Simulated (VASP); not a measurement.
# Ni (Fm-3m) in VASP: further runs

Ni is run at these levels: PBE; tasks: single point.

Everything below comes from runs of VASP 6.6.1. Logs are shortened: lines on timing, memory, paths and dates and some standing lists are left out, and cuts for length are marked.

### 1 The cell of the first run

Symmetry: Fm-3m, No. 225, cubic system. Conventional cell: a = 3.372 Å, b = 3.372 Å, c = 3.372 Å, α = 90.00°, β = 90.00°, γ = 90.00°. Within 3.1 Å of Ni (site symmetry m-3m) lie 12 Ni at 2.38 Å.

### 2 Single point, PBE, collinear spin, ferromagnetic start (9.58 Å³/atom)

Input file INCAR:

```
SYSTEM = Ni
  ALGO = Fast
  EDIFF = 1E-7
  ENCUT = 520
  GGA = PE
  ISIF = 2
  ISMEAR = 0
  ISPIN = 2
  LASPH = .True.
  LCHARG = .False.
  LMAXMIX = 4
  LORBIT = 11
  LREAL = .False.
  LWAVE = .False.
  MAGMOM = 0.5
  NBANDS = 15
  NELM = 150
  NUPDOWN = 0.5
  PREC = Accurate
  SIGMA = 0.15
```

Input file KPOINTS:

```
k-points
0
Gamma
  24 24 24
  0 0 0
```

Input file POSCAR:

```
Ni
1.0
    0.0000000000      1.6857517331      1.6857517331
    1.6857517331      0.0000000000      1.6857517331
    1.6857517331      1.6857517331      0.0000000000
Ni
1
Direct
    0.0000000000      0.0000000000      0.0000000000
```

Potentials or basis: VASP PAW PBE potentials, release 64 (Ni).

The run is started by

```
cat potpaw_PBE.64/Ni/POTCAR > POTCAR
mpirun -np 1 vasp_std > vasp.out
```

OUTCAR:

```text
SYSTEM = Ni
   EDIFF = 1E-7
   ENCUT = 520
   GGA = PE
   ISIF = 2
   ISMEAR = 0
   ISPIN = 2
   LASPH = .True.
   LORBIT = 11
   LREAL = .False.
   NELM = 150
   NUPDOWN = 0.5
   PREC = Accurate

 ion  position               nearest neighbor table
   1  0.000  0.000  0.000-

  LATTYP: Found a face centered cubic cell.
 ALAT       =     3.3715034662

  Lattice vectors:

 A1 = (   0.0000000000,   1.6857517331,   1.6857517331)
 A2 = (   1.6857517331,   0.0000000000,   1.6857517331)
 A3 = (   1.6857517331,   1.6857517331,   0.0000000000)

Analysis of symmetry for initial positions (statically):
=====================================================================
 Subroutine PRICEL returns:
 Original cell was already a primitive cell.

 Routine SETGRP: Setting up the symmetry group for a
 face centered cubic supercell.

 Subroutine GETGRP returns: Found 48 space group operations
 (whereof 48 operations were pure point group operations)
 out of a pool of 48 trial point group operations.

The static configuration has the point symmetry O_h .

Analysis of symmetry for dynamics (positions and initial velocities):
=====================================================================
 Subroutine PRICEL returns:
 Original cell was already a primitive cell.

 Routine SETGRP: Setting up the symmetry group for a
 face centered cubic supercell.

 Subroutine GETGRP returns: Found 48 space group operations
 (whereof 48 operations were pure point group operations)
 out of a pool of 48 trial point group operations.

The dynamic configuration has the point symmetry O_h .

Analysis of structural, dynamic, and magnetic symmetry:
=====================================================================
 Subroutine PRICEL returns:
 Original cell was already a primitive cell.

 Routine SETGRP: Setting up the symmetry group for a
 face centered cubic supercell.

 Subroutine GETGRP returns: Found 48 space group operations
 (whereof 48 operations were pure point group operations)
 out of a pool of 48 trial point group operations.

The overall configuration has the point symmetry O_h .

 Subroutine INISYM returns: Found 48 space group operations
 (whereof 48 operations are pure point group operations),
 and found     1 'primitive' translations

----------------------------------------------------------------------------------------

                                     Primitive cell

  volume of cell :       9.5810

  direct lattice vectors                    reciprocal lattice vectors
     0.000000000  1.685751733  1.685751733    -0.296603581  0.296603581  0.296603581
     1.685751733  0.000000000  1.685751733     0.296603581 -0.296603581  0.296603581
     1.685751733  1.685751733  0.000000000     0.296603581  0.296603581 -0.296603581

  length of vectors
     2.384012964  2.384012964  2.384012964     0.513732471  0.513732471  0.513732471

  position of ions in fractional coordinates (direct lattice)
     0.000000000  0.000000000  0.000000000

  ion indices of the primitive-cell ions
   primitive index   ion index
                 1           1

----------------------------------------------------------------------------------------

 KPOINTS: k-points

Automatic generation of k-mesh.
 Grid dimensions read from file:
 generate k-points for:   24   24   24

 Generating k-lattice:

  Cartesian coordinates                     Fractional coordinates (reciprocal lattice)
    -0.012358483  0.012358483  0.012358483     0.041666667  0.000000000  0.000000000
     0.012358483 -0.012358483  0.012358483     0.000000000  0.041666667  0.000000000
     0.012358483  0.012358483 -0.012358483     0.000000000  0.000000000  0.041666667

  Length of vectors
     0.021405520  0.021405520  0.021405520

  Shift w.r.t. Gamma in fractional coordinates (k-lattice)
     0.000000000  0.000000000  0.000000000

 Subroutine IBZKPT returns following result:
 ===========================================

 Found    413 irreducible k-points:

 Following reciprocal coordinates:
            Coordinates               Weight
  0.000000  0.000000  0.000000      1.000000
  0.041667  0.000000  0.000000      8.000000
  0.083333  0.000000  0.000000      8.000000
  0.125000  0.000000  0.000000      8.000000
  0.166667  0.000000  0.000000      8.000000
  0.208333  0.000000  0.000000      8.000000
[... 16 lines left out ...]
  0.416667  0.041667  0.000000     24.000000
  0.458333  0.041667  0.000000     24.000000
 [... further k-points ...]
   k-points           NKPTS =    413   k-points in BZ     NKDIM =    413   number of bands    NBANDS=     15
   number of dos      NEDOS =    301   number of ions     NIONS =      1
   total plane-waves  NPLWV =   5832
   dimension x,y,z NGX =    18 NGY =   18 NGZ =   18
   dimension x,y,z NGXF=    36 NGYF=   36 NGZF=   36
   ions per type =               1
   NGX,Y,Z   is equivalent  to a cutoff of  12.55, 12.55, 12.55 a.u.
   NGXF,Y,Z  is equivalent  to a cutoff of  25.10, 25.10, 25.10 a.u.
 SYSTEM =  Ni
   PREC   = accura    normal or accurate (medium, high low for compatibility)
   ISTART =      0    job   : 0-new  1-cont  2-samecut
   ICHARG =      2    charge: 1-file 2-atom 10-const
   ISPIN  =      2    spin polarized calculation?
   LNONCOLLINEAR =      F non collinear calculations
   LSORBIT =      F    spin-orbit coupling
   LASPH  =      T    aspherical Exc in radial PAW
   ENCUT  =  520.0 eV  38.22 Ry    6.18 a.u.   4.43  4.43  4.43*2*pi/ulx,y,z
   NELM   =    150;   NELMIN=  2; NELMDL= -5     # of ELM steps
   EDIFF  = 0.1E-06   stopping-criterion for ELM
   LREAL  =      F    real-space projection
   EDIFFG = 0.1E-05   stopping-criterion for IOM
   NSW    =      0    number of steps for IOM
   IBRION =     -1    ionic relax: 0-MD 1-quasi-New 2-CG
   NFREE  =      0    steps in history (QN), initial steepest desc. (CG)
   ISIF   =      2    stress and relaxation
   ISYM   =      2    0-nonsym 1-usesym 2-fastsym
   POTIM  = 0.5000    time-step for ionic-motion
   TEBEG  =    0.0;   TEEND  =   0.0 temperature during run
   PSTRESS=    0.0 pullay stress
   NELECT =      10.0000    total number of electrons
   NUPDOWN=       0.5000    fix difference up-down
   EMIN   =  10.00;   EMAX   =-10.00  energy-range for DOS
   EFERMI =   0.00;   METHOD = LEGACY
   ISMEAR =     0;   SIGMA  =   0.15  broadening in eV -4-tet -1-fermi 0-gaus
   EFERMI_NEDOS =   21; number of points for ismear=-14 and -15
   IALGO  =     68    algorithm
   IMIX   =      4    mixing-type and parameters
     AMIX     =   0.40;   BMIX     =  1.00
     AMIX_MAG =   1.60;   BMIX_MAG =  1.00
  volume/ion in A,a.u.               =       9.58        64.66
  Fermi-wavevector in a.u.,A,eV,Ry     =   1.660624  3.138124 37.520390  2.757671
  Thomas-Fermi vector in A             =   2.747828
   LORBIT       =     11    0 simple, 1 ext, 2 COOP (PROOUT), +10 PAW based schemes
   GGA     = PE    functional components
   LHFCALC =     F    Hartree Fock is set to
   AEXX    =    0.0000 exact exchange contribution
   IVDW    =     0    specifies the selected vdW correction
   LEPSILON=     F    determine dielectric tensor
   LRPA    =     F    only Hartree local field effects (RPA)
 spin polarized calculation
 RMM-DIIS sequential band-by-band and
 Gauss-broadening in eV      SIGMA  =   0.15
  energy-cutoff  :      520.00
  volume of cell :        9.58
 maximum number of plane-waves:       273
 NGX is ok and might be reduce to    18
   NGX =  9   NGY =  9   NGZ =  9

 number of electron      10.0000003 magnetization       0.5000001

 Free energy of the ion-electron system (eV)
  ---------------------------------------------------
  ext. energy  EPLUGINS =         0.00000000
  ---------------------------------------------------
  free energy    TOTEN  =        -5.35264734 eV

  energy without entropy =       -5.33368073  energy(sigma->0) =       -5.34316404

 E-fermi :  11.2927     XC(G=0): -14.0216

 val. band max:       11.2922568754   @ k =  -0.4167   0.2083   0.0000
 cond. band min:      11.1100024550   @ k =  -0.3333   0.0833   0.0000
 fundamental gap:     -0.1822544204
 Fermi energy:        11.1032424895

 spin component 1

 k-point     1 :       0.0000    0.0000    0.0000
  band No.  band energies     occupation
      1       1.3753      1.00000
      2       8.5980      1.00000
      3       8.5980      1.00000
      4       8.5980      1.00000
      5       9.9956      1.00000
      6       9.9956      1.00000
      7      36.0892      0.00000
      8      40.9758      0.00000
      9      40.9758      0.00000
     10      40.9758      0.00000
     11      44.4655      0.00000
     12      44.4655      0.00000
     13      44.4655      0.00000
     14      47.0060      0.00000
     15      54.9453      0.00000

 k-point     2 :       0.0417    0.0000    0.0000
  band No.  band energies     occupation
      1       1.4503      1.00000
      2       8.5757      1.00000
      3       8.6167      1.00000
      4       8.6167      1.00000
      5       9.9871      1.00000
      6       9.9871      1.00000
      7      35.9481      0.00000
      8      39.8684      0.00000
      9      40.8308      0.00000
     10      40.8308      0.00000
     11      44.6838      0.00000
     12      44.6838      0.00000
     13      45.0782      0.00000
     14      47.6676      0.00000
     15      54.1009      0.00000
[... 365 lines left out ...]
      3       8.6931      1.00000
      4       9.3700      1.00000
      5      10.7224      0.99983
      6      10.8366      0.99403
      7      20.0967      0.00000
      8      34.5973      0.00000
      9      37.1045      0.00000
     10      38.6632      0.00000
     11      41.6856      0.00000
     12      42.9316      0.00000
     13      48.1772      0.00000
     14      56.7054      0.00000
     15      59.6869      0.00000

 k-point    24 :       0.4583    0.0417    0.0000
  band No.  band energies     occupation
      1       5.7652      1.00000
      2       8.5745      1.00000
      3       8.6482      1.00000
      4       9.8911      1.00000
      5      10.7994      0.99791
      6      11.1782      0.23982
      7      18.7681      0.00000
      8      34.3744      0.00000
      9      37.2720      0.00000
     10      38.0857      0.00000
     11      41.7275      0.00000
     12      42.3404      0.00000
     13      48.5093      0.00000
     14      58.4810      0.00000
     15      61.1561      0.00000

 [... further k-points ...]

 spin component 2

 k-point     1 :       0.0000    0.0000    0.0000
  band No.  band energies     occupation
      1       1.3442      1.00000
      2       9.2088      1.00000
      3       9.2088      1.00000
      4       9.2088      1.00000
      5      10.4623      1.00000
      6      10.4623      1.00000
      7      35.9624      0.00000
      8      40.9411      0.00000
      9      40.9411      0.00000
     10      40.9411      0.00000
     11      44.5535      0.00000
     12      44.5535      0.00000
     13      44.5535      0.00000
     14      46.9008      0.00000
     15      55.1439      0.00000

 k-point     2 :       0.0417    0.0000    0.0000
  band No.  band energies     occupation
      1       1.4192      1.00000
      2       9.1843      1.00000
      3       9.2280      1.00000
      4       9.2280      1.00000
      5      10.4533      1.00000
      6      10.4533      1.00000
      7      35.8345      0.00000
      8      39.8494      0.00000
      9      40.8079      0.00000
     10      40.8079      0.00000
     11      44.7584      0.00000
     12      44.7584      0.00000
     13      45.1190      0.00000
     14      47.5844      0.00000
     15      54.2702      0.00000
[... 365 lines left out ...]
      3       9.1954      1.00000
      4       9.5785      1.00000
      5      11.3259      0.37720
      6      11.3751      0.21874
      7      20.3514      0.00000
      8      34.4981      0.00000
      9      37.1735      0.00000
     10      38.7386      0.00000
     11      41.7047      0.00000
     12      42.9597      0.00000
     13      48.2653      0.00000
     14      56.8114      0.00000
     15      59.7533      0.00000

 k-point    24 :       0.4583    0.0417    0.0000
  band No.  band energies     occupation
      1       6.0858      1.00000
      2       9.0556      1.00000
      3       9.1438      1.00000
      4      10.0792      1.00000
      5      11.4117      0.13092
      6      11.6312      0.00071
      7      19.0760      0.00000
      8      34.2731      0.00000
      9      37.3379      0.00000
     10      38.1543      0.00000
     11      41.7523      0.00000
     12      42.3734      0.00000
     13      48.6272      0.00000
     14      58.6117      0.00000
     15      61.2075      0.00000

 [... further k-points ...]

------------------------ aborting loop because EDIFF is reached ----------------------------------------

  FORCE on cell =-STRESS in cart. coord.  units (eV):
  Direction    XX          YY          ZZ          XY          YZ          ZX
  --------------------------------------------------------------------------------------
  -------------------------------------------------------------------------------------
  Total        2.0230306      2.0230306      2.0230306      0.0000000      0.0000000     -0.0000000
  in kB      338.3001476    338.3001476    338.3001476      0.0000000      0.0000000     -0.0000000
  external PRESSURE =     338.3001476 kB  Pullay stress =       0.0000000 kB

 VOLUME and BASIS-vectors are now :
 -----------------------------------------------------------------------------
  energy-cutoff  :      520.00
  volume of cell :        9.58
      direct lattice vectors                 reciprocal lattice vectors
     0.000000000  1.685751733  1.685751733    -0.296603581  0.296603581  0.296603581
     1.685751733  0.000000000  1.685751733     0.296603581 -0.296603581  0.296603581
     1.685751733  1.685751733  0.000000000     0.296603581  0.296603581 -0.296603581

 POSITION                                       TOTAL-FORCE (eV/Angst)
 -----------------------------------------------------------------------------------
      0.00000      0.00000      0.00000         0.000000      0.000000      0.000000
 -----------------------------------------------------------------------------------
    total drift:                                0.000000     -0.000000     -0.000000

  FREE ENERGIE OF THE ION-ELECTRON SYSTEM (eV)
  ---------------------------------------------------
  free  energy   TOTEN  =        -5.3526473432 eV

  energy  without entropy=       -5.3336807343  energy(sigma->0) =       -5.34316404

 total charge

# of ion       s       p       d       tot
------------------------------------------
    1        0.555   0.620   8.394   9.569

 magnetization (x)

# of ion       s       p       d       tot
------------------------------------------
    1       -0.007  -0.026   0.534   0.501
```

Run time: 58 s. Hardware: 1 thread of Intel Xeon 6975P-C (Granite Rapids), shared host; peak memory 0.19 GiB.

Results:

- Free energy: -5.3526 eV
- Pressure: 33.8 GPa
- Net moment: 0.50 μB per cell
- Site moments: Ni +0.50 μB
- Valence electrons inside the program's atomic spheres: Ni 9.57

Caveat: the cell stands under pressure; the total moment is fixed, so each spin has its own Fermi level.

### 3 Single point, PBE, collinear spin, ferromagnetic start (9.58 Å³/atom)

Input file INCAR:

```
SYSTEM = Ni
ALGO = Normal
EDIFF = 1E-6
ENCUT = 520
GGA = PE
ISIF = 2
ISMEAR = 0
ISPIN = 2
LASPH = .True.
LCHARG = .False.
LMAXMIX = 4
LORBIT = 11
LREAL = .False.
LWAVE = .False.
MAGMOM = 0.25
NBANDS = 15
NELM = 150
NUPDOWN = 0.25
PREC = Accurate
SIGMA = 0.15
```

KPOINTS is that of step 2.

POSCAR is that of step 2.

Potentials or basis: VASP PAW PBE potentials, release 64 (Ni).

The run is started by

```
cat potpaw_PBE.64/Ni/POTCAR > POTCAR
mpirun -np 1 vasp_std > vasp.out
```

Run time: 46 s. Hardware: 1 thread of Intel Xeon 6975P-C (Granite Rapids), shared host; peak memory 0.19 GiB.

It converged, with:

| Property | Result |
| --- | --- |
| Free energy | -5.3284 eV |
| Pressure | 33.3 GPa |
| Net moment | 0.25 μB per cell |
| Site moments | Ni +0.25 μB |
| Valence electrons inside the program's atomic spheres | Ni 9.57 |

Caveat: the cell stands under pressure; the total moment is fixed, so each spin has its own Fermi level.

### 4 Single point, PBE, collinear spin, ferromagnetic start (9.58 Å³/atom)

Input file INCAR:

```
ALGO     = Fast           # electronic algorithm
EDIFF    = 1E-7           # SCF threshold, eV
ENCUT    = 520            # plane-wave cutoff, eV
GGA      = PE             # functional
ISIF     = 2              # what is computed and relaxed
ISMEAR   = 0              # smearing method
ISPIN    = 2              # spin polarisation
LASPH    = True           # aspherical terms in the spheres
LCHARG   = True           # write CHGCAR
LELF     = True           # ELF
LMAXMIX  = 4              # l up to which the mixer works
LORBIT   = 11             # projections on sites
LREAL    = False          # projectors in reciprocal space
LVHAR    = True         
LWAVE    = False          # write WAVECAR
MAGMOM   = 0.625          # initial moments
NBANDS   = 15             # bands
NELM     = 150            # most SCF steps
NUPDOWN  = 0.625          # fixed moment
PREC     = Accurate       # precision mode
SIGMA    = 0.15           # smearing width, eV
```

Input file KPOINTS:

```
k-points
0
Gamma
  24 24 24
```

POSCAR is that of step 3.

The run is started by

```
cat potpaw_PBE.64/Ni/POTCAR > POTCAR
mpirun -np 1 vasp_std > vasp.out
```

Wall time 56 s (1 thread of Intel Xeon 6975P-C (Granite Rapids), shared host); peak memory 0.19 GiB.

The run converged. Its results:

| Item | Value |
| --- | --- |
| Free energy | -5.3552 eV |
| Pressure | 34.6 GPa |
| Net moment | 0.63 μB per cell |
| Site moments | Ni +0.62 μB |
| Valence electrons inside the program's atomic spheres | Ni 9.57 |

Caveat: the cell stands under pressure; the total moment is fixed, so each spin has its own Fermi level.

### 5 The runs side by side

```csv
fixed moment (μB),pressure (GPa),moment (μB)
0.5,33.8,0.50
0.25,33.3,0.25
0.625,34.6,0.63
```

Alike in all rows: task single point; level PBE; potentials or basis VASP PAW PBE potentials, release 64 (Ni); spin collinear, ferromagnetic start; cell as given; k mesh 24 × 24 × 24; cutoff (eV) 520; smearing gaussian 0.15 eV.

Caveats: the cell stands under pressure; the total moment is fixed, so each spin has its own Fermi level.

Total energies depend on the potentials used, so only differences within one code and one set of settings carry meaning.
